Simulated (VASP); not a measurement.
Here is a VASP 6.6.1 calculation.

File INCAR:

```
PREC = Accurate ; ENCUT = 520
EDIFF = 1E-8 ; ISMEAR = -1
SIGMA = 0.03 ; LREAL = False
LASPH = True ; NELM = 80
ALGO = Normal ; ISIF = 2
LWAVE = False ; LCHARG = False
GGA = PE ; LEFG = True
NBANDS = 10
```

The input KPOINTS:

```
Automatic mesh
0
Gamma
  18 18 18
```

Contents of POSCAR:

```
Ir
1.0
    0.0000000000      1.9460447666      1.9460447666
    1.9460447666      0.0000000000      1.9460447666
    1.9460447666      1.9460447666      0.0000000000
Ir
1
Direct
    0.0000000000      0.0000000000      0.0000000000
```

Potentials or basis: VASP PAW PBE potentials, release 64 (Ir).

Command:

```console
$ cat potpaw_PBE.64/Ir/POTCAR > POTCAR
$ mpirun -np 1 vasp_std > vasp.out
```

Q: Predict the pressure.

A: -5.1 GPa.

Caveat: without QUAD_EFG the Cq values of the log hold for a quadrupole moment of 1 mb, not for the nuclei.
